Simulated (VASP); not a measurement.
# Cs (Im-3m) in VASP: notebook

Runs on Cs. Level: LDA. Tasks: single point.

All numbers are computed with VASP 6.6.1; they aren't measurements. Logs are shortened: lines on timing, memory, paths and dates and some standing lists are left out, and cuts for length are marked.

**1. The cell of the first run**

The structure is cubic, space group Im-3m (No. 229). Conventional cell: a = 6.054 Å, b = 6.054 Å, c = 6.054 Å, α = 90.00°, β = 90.00°, γ = 90.00°.

**2. Single point, LDA**

INCAR

```
PREC     = Accurate       # precision mode
ENCUT    = 500            # plane-wave cutoff, eV
EDIFF    = 1E-6           # SCF threshold, eV
ISMEAR   = 0              # smearing method
SIGMA    = 0.05           # smearing width, eV
LREAL    = False          # projectors in reciprocal space
LASPH    = True           # aspherical terms in the spheres
NELM     = 120            # most SCF steps
ALGO     = Normal         # electronic algorithm
ISIF     = 2              # what is computed and relaxed
LWAVE    = False          # write WAVECAR
LCHARG   = True           # write CHGCAR
GGA      = CA             # functional
LELF     = True           # ELF
LVHAR    = True         
NBANDS   = 10             # bands
GGA_COMPAT= False
```

KPOINTS

```
Automatic mesh
0
Gamma
  4 4 4
```

POSCAR

```
Cs
1.0
   -3.0271621363      3.0271621363      3.0271621363
    3.0271621363     -3.0271621363      3.0271621363
    3.0271621363      3.0271621363     -3.0271621363
Cs
1
Direct
    0.0013351904      0.0035032132     -0.0039034730
```

Potentials or basis: VASP PAW LDA potentials, release 64 (Cs_sv).

Launch:

```
$ cat potpaw_LDA.64/Cs_sv/POTCAR > POTCAR
$ mpirun -np 1 vasp_std > vasp.out
```

OUTCAR:

```text
PREC = Accurate
   ENCUT = 500
   EDIFF = 1E-6
   ISMEAR = 0
   LREAL = False
   LASPH = True
   NELM = 120
   ISIF = 2
   GGA = CA

 ion  position               nearest neighbor table
   1  0.001  0.004  0.996-

  LATTYP: Found a body centered cubic cell.
 ALAT       =     6.0543242726

  Lattice vectors:

 A1 = (  -3.0271621363,   3.0271621363,   3.0271621363)
 A2 = (   3.0271621363,  -3.0271621363,   3.0271621363)
 A3 = (   3.0271621363,   3.0271621363,  -3.0271621363)

Analysis of symmetry for initial positions (statically):
=====================================================================
 Subroutine PRICEL returns:
 Original cell was already a primitive cell.

 Routine SETGRP: Setting up the symmetry group for a
 body centered cubic supercell.

 Subroutine GETGRP returns: Found 48 space group operations
 (whereof  1 operations were pure point group operations)
 out of a pool of 48 trial point group operations.

The static configuration has the point symmetry C_1 .
 The point group associated with its full space group is O_h .

Analysis of symmetry for dynamics (positions and initial velocities):
=====================================================================
 Subroutine PRICEL returns:
 Original cell was already a primitive cell.

 Routine SETGRP: Setting up the symmetry group for a
 body centered cubic supercell.

 Subroutine GETGRP returns: Found 48 space group operations
 (whereof  1 operations were pure point group operations)
 out of a pool of 48 trial point group operations.

The dynamic configuration has the point symmetry C_1 .
 The point group associated with its full space group is O_h .

 Subroutine INISYM returns: Found 48 space group operations
 (whereof  1 operations are pure point group operations),
 and found     1 'primitive' translations

----------------------------------------------------------------------------------------

                                     Primitive cell

  volume of cell :     110.9602

  direct lattice vectors                    reciprocal lattice vectors
    -3.027162136  3.027162136  3.027162136     0.000000000  0.165171199  0.165171199
     3.027162136 -3.027162136  3.027162136     0.165171199  0.000000000  0.165171199
     3.027162136  3.027162136 -3.027162136     0.165171199  0.165171199  0.000000000

  length of vectors
     5.243198623  5.243198623  5.243198623     0.233587350  0.233587350  0.233587350

  position of ions in fractional coordinates (direct lattice)
     0.001335190  0.003503213  0.996096527

  ion indices of the primitive-cell ions
   primitive index   ion index
                 1           1

----------------------------------------------------------------------------------------

 KPOINTS: Automatic mesh

Automatic generation of k-mesh.
 Grid dimensions read from file:
 generate k-points for:    4    4    4

 Generating k-lattice:

  Cartesian coordinates                     Fractional coordinates (reciprocal lattice)
     0.000000000  0.041292800  0.041292800     0.250000000  0.000000000  0.000000000
     0.041292800  0.000000000  0.041292800     0.000000000  0.250000000  0.000000000
     0.041292800  0.041292800  0.000000000     0.000000000  0.000000000  0.250000000

  Length of vectors
     0.058396837  0.058396837  0.058396837

  Shift w.r.t. Gamma in fractional coordinates (k-lattice)
     0.000000000  0.000000000  0.000000000

 Subroutine IBZKPT returns following result:
 ===========================================

 Found      8 irreducible k-points:

 Following reciprocal coordinates:
            Coordinates               Weight
  0.000000  0.000000  0.000000      1.000000
  0.250000  0.000000  0.000000     12.000000
  0.500000  0.000000  0.000000      6.000000
  0.250000  0.250000  0.000000     24.000000
  0.250000  0.250000  0.250000      2.000000
 -0.250000  0.250000  0.250000      6.000000
  0.500000  0.500000  0.250000     12.000000
  0.500000  0.500000  0.500000      1.000000
   k-points           NKPTS =      8   k-points in BZ     NKDIM =      8   number of bands    NBANDS=     10
   number of dos      NEDOS =    301   number of ions     NIONS =      1
   total plane-waves  NPLWV =  64000
   dimension x,y,z NGX =    40 NGY =   40 NGZ =   40
   dimension x,y,z NGXF=    80 NGYF=   80 NGZF=   80
   ions per type =               1
   NGX,Y,Z   is equivalent  to a cutoff of  12.68, 12.68, 12.68 a.u.
   NGXF,Y,Z  is equivalent  to a cutoff of  25.37, 25.37, 25.37 a.u.
 SYSTEM =  unknown system
   PREC   = accura    normal or accurate (medium, high low for compatibility)
   ISTART =      0    job   : 0-new  1-cont  2-samecut
   ICHARG =      2    charge: 1-file 2-atom 10-const
   ISPIN  =      1    spin polarized calculation?
   LNONCOLLINEAR =      F non collinear calculations
   LSORBIT =      F    spin-orbit coupling
   LASPH  =      T    aspherical Exc in radial PAW
   ENCUT  =  500.0 eV  36.75 Ry    6.06 a.u.   9.56  9.56  9.56*2*pi/ulx,y,z
   NELM   =    120;   NELMIN=  2; NELMDL= -5     # of ELM steps
   EDIFF  = 0.1E-05   stopping-criterion for ELM
   LREAL  =      F    real-space projection
   EDIFFG = 0.1E-04   stopping-criterion for IOM
   NSW    =      0    number of steps for IOM
   IBRION =     -1    ionic relax: 0-MD 1-quasi-New 2-CG
   NFREE  =      0    steps in history (QN), initial steepest desc. (CG)
   ISIF   =      2    stress and relaxation
   ISYM   =      2    0-nonsym 1-usesym 2-fastsym
   POTIM  = 0.5000    time-step for ionic-motion
   TEBEG  =    0.0;   TEEND  =   0.0 temperature during run
   PSTRESS=    0.0 pullay stress
   NELECT =       9.0000    total number of electrons
   NUPDOWN=      -1.0000    fix difference up-down
   EMIN   =  10.00;   EMAX   =-10.00  energy-range for DOS
   EFERMI =   0.00;   METHOD = LEGACY
   ISMEAR =     0;   SIGMA  =   0.05  broadening in eV -4-tet -1-fermi 0-gaus
   EFERMI_NEDOS =   21; number of points for ismear=-14 and -15
   IALGO  =     38    algorithm
   IMIX   =      4    mixing-type and parameters
     AMIX     =   0.40;   BMIX     =  1.00
     AMIX_MAG =   1.60;   BMIX_MAG =  1.00
  volume/ion in A,a.u.               =     110.96       748.80
  Fermi-wavevector in a.u.,A,eV,Ry     =   0.708652  1.339159  6.832687  0.502188
  Thomas-Fermi vector in A             =   1.795025
   LORBIT       =      0    0 simple, 1 ext, 2 COOP (PROOUT), +10 PAW based schemes
   GGA     = CA    functional components
   LHFCALC =     F    Hartree Fock is set to
   AEXX    =    0.0000 exact exchange contribution
   IVDW    =     0    specifies the selected vdW correction
   LEPSILON=     F    determine dielectric tensor
   LRPA    =     F    only Hartree local field effects (RPA)
 non-spin polarized calculation
 Gauss-broadening in eV      SIGMA  =   0.05
  energy-cutoff  :      500.00
  volume of cell :      110.96
 maximum number of plane-waves:      2834
 NGX is ok and might be reduce to    40
   NGX = 19   NGY = 19   NGZ = 19

 number of electron       9.0000000 magnetization

 Free energy of the ion-electron system (eV)
  ---------------------------------------------------
  ext. energy  EPLUGINS =         0.00000000
  ---------------------------------------------------
  free energy    TOTEN  =        -0.92309192 eV

  energy without entropy =       -0.91083785  energy(sigma->0) =       -0.91696488

 E-fermi :   0.3967     XC(G=0):  -5.6329

 val. band max:        0.3775859864   @ k =   0.5000   0.0000   0.0000
 cond. band min:       0.4088845370   @ k =   0.2500   0.2500   0.0000
 fundamental gap:      0.0312985506
 Fermi energy:         0.3967058415

 k-point     1 :       0.0000    0.0000    0.0000
  band No.  band energies     occupation
      1     -23.4207      2.00000
      2     -10.1501      2.00000
      3     -10.1501      2.00000
      4     -10.1501      2.00000
      5      -1.3433      2.00000
      6       2.8180      0.00000
      7       2.8180      0.00000
      8       2.8180      0.00000
      9       3.7404      0.00000
     10       3.7404      0.00000

 k-point     2 :       0.2500    0.0000    0.0000
  band No.  band energies     occupation
      1     -23.4167      2.00000
      2     -10.2317      2.00000
      3     -10.1768      2.00000
      4     -10.1502      2.00000
      5      -0.6703      2.00000
      6       2.1089      0.00000
      7       2.3193      0.00000
      8       3.5272      0.00000
      9       3.5700      0.00000
     10       3.7485      0.00000

 k-point     3 :       0.5000    0.0000    0.0000
  band No.  band energies     occupation
      1     -23.4126      2.00000
      2     -10.3097      2.00000
      3     -10.2031      2.00000
      4     -10.1504      2.00000
      5       0.3776      1.41135
      6       1.3537      0.00000
      7       1.9749      0.00000
      8       3.5495      0.00000
      9       4.1763      0.00000
     10       4.8582      0.00000

 k-point     4 :       0.2500    0.2500    0.0000
  band No.  band energies     occupation
      1     -23.4126      2.00000
      2     -10.2807      2.00000
      3     -10.2172      2.00000
      4     -10.1667      2.00000
      5       0.4089      0.73050
      6       1.5200      0.00000
      7       1.8097      0.00000
      8       3.6004      0.00000
      9       3.7931      0.00000
     10       4.4388      0.00000

 k-point     5 :       0.2500    0.2500    0.2500
  band No.  band energies     occupation
      1     -23.4122      2.00000
      2     -10.2288      2.00000
      3     -10.2288      2.00000
      4     -10.2288      2.00000
      5       1.3982      0.00000
      6       1.3982      0.00000
      7       1.3982      0.00000
      8       2.7261      0.00000
      9       4.2540      0.00000
     10       4.2540      0.00000

 k-point     6 :      -0.2500    0.2500    0.2500
  band No.  band energies     occupation
      1     -23.4131      2.00000
      2     -10.2342      2.00000
      3     -10.2054      2.00000
      4     -10.2054      2.00000
      5      -0.0649      2.00000
      6       1.9237      0.00000
      7       2.6098      0.00000
      8       2.6098      0.00000
      9       3.5867      0.00000
     10       3.7773      0.00000

 k-point     7 :       0.5000    0.5000    0.2500
  band No.  band energies     occupation
      1     -23.4094      2.00000
      2     -10.2869      2.00000
      3     -10.2337      2.00000
      4     -10.2080      2.00000
      5       0.9794      0.00000
      6       1.1711      0.00000
      7       2.3794      0.00000
      8       2.5578      0.00000
      9       3.8615      0.00000
     10       5.0237      0.00000

 k-point     8 :       0.5000    0.5000    0.5000
  band No.  band energies     occupation
      1     -23.4062      2.00000
      2     -10.2638      2.00000
      3     -10.2638      2.00000
      4     -10.2638      2.00000
      5       1.0175      0.00000
      6       1.0175      0.00000
      7       3.4850      0.00000
      8       3.4850      0.00000
      9       3.4850      0.00000
     10       4.8412      0.00000

------------------------ aborting loop because EDIFF is reached ----------------------------------------

  FORCE on cell =-STRESS in cart. coord.  units (eV):
  Direction    XX          YY          ZZ          XY          YZ          ZX
  --------------------------------------------------------------------------------------
  -------------------------------------------------------------------------------------
  Total       -0.2167900     -0.2167900     -0.2167900      0.0000000      0.0000000      0.0000000
  in kB       -3.1302776     -3.1302776     -3.1302776      0.0000000      0.0000000      0.0000000
  external PRESSURE =      -3.1302776 kB  Pullay stress =       0.0000000 kB

 VOLUME and BASIS-vectors are now :
 -----------------------------------------------------------------------------
  energy-cutoff  :      500.00
  volume of cell :      110.96
      direct lattice vectors                 reciprocal lattice vectors
    -3.027162136  3.027162136  3.027162136     0.000000000  0.165171199  0.165171199
     3.027162136 -3.027162136  3.027162136     0.165171199  0.000000000  0.165171199
     3.027162136  3.027162136 -3.027162136     0.165171199  0.165171199  0.000000000

 POSITION                                       TOTAL-FORCE (eV/Angst)
 -----------------------------------------------------------------------------------
      3.02191      3.00878     -3.00070        -0.000000      0.000000     -0.000000
 -----------------------------------------------------------------------------------
    total drift:                               -0.000000      0.000001     -0.000002

  FREE ENERGIE OF THE ION-ELECTRON SYSTEM (eV)
  ---------------------------------------------------
  free  energy   TOTEN  =        -0.9230919168 eV

  energy  without entropy=       -0.9108378497  energy(sigma->0) =       -0.91696488
```

It took 17 s on 1 thread of Intel Xeon 8259CL, shared host; peak memory 0.18 GiB.

What came out:

```yaml
Free_energy: -0.9231 eV
Pressure: -0.3 GPa
```

Levels at points of the mesh, in eV from the Fermi level:
```csv
k point,band 1,band 2,band 3,band 4,band 5,band 6,band 7,band 8
"(0.00, 0.00, 0.00)",-23.82,-10.55,-10.55,-10.55,-1.74,2.42,2.42,2.42
"(0.50, 0.00, 0.00)",-23.81,-10.71,-10.60,-10.55,-0.02,0.96,1.58,3.15
"(0.50, 0.50, 0.50)",-23.80,-10.66,-10.66,-10.66,0.62,0.62,3.09,3.09
```

Caveat: the k points lie up to 0.37 Å⁻¹ apart; spin-orbit coupling is left out, which moves the levels of the heavy elements.

**3. Single point, LDA**

This run uses another cell than the first one, of 109.59 Å³/atom, 0.988 times its volume.

INCAR

```
SYSTEM = Cs
PREC = Accurate
ENCUT = 500
EDIFF = 1E-6
ISMEAR = 0
SIGMA = 0.05
LREAL = .False.
LASPH = .True.
NELM = 120
ALGO = Normal
ISIF = 2
LWAVE = .False.
LCHARG = .False.
NBANDS = 10
GGA_COMPAT = .False.
```

KPOINTS

```
regular mesh
0
Gamma
  4 4 4
  0 0 0
```

POSCAR

```
Cs
1.0
   -3.0146442070      3.0146442070      3.0146442070
    3.0146442070     -3.0146442070      3.0146442070
    3.0146442070      3.0146442070     -3.0146442070
Cs
1
Direct
    0.0013351904      0.0035032132     -0.0039034730
```

Potentials or basis: VASP PAW LDA potentials, release 64 (Cs_sv).

Launch:

```
$ cat potpaw_LDA.64/Cs_sv/POTCAR > POTCAR
$ mpirun -np 1 vasp_std > vasp.out
```

It took 14 s on 1 thread of Intel Xeon 8259CL, shared host; peak memory 0.18 GiB.

The run converged. Its results:

| Item | Value |
| --- | --- |
| Free energy | -0.9256 eV |
| Pressure | -0.3 GPa |

Levels at points of the mesh, in eV from the Fermi level:
```
           k point  band 2  band 3  band 4  band 5  band 6  band 7
(0.00, 0.00, 0.00)  -10.54  -10.54  -10.54   -1.75    2.43    2.43
(0.50, 0.00, 0.00)  -10.70  -10.59  -10.54   -0.03    0.97    1.58
(0.50, 0.50, 0.50)  -10.66  -10.66  -10.66    0.61    0.61    3.12
```

Caveat: the k points lie up to 0.37 Å⁻¹ apart; spin-orbit coupling is left out, which moves the levels of the heavy elements.
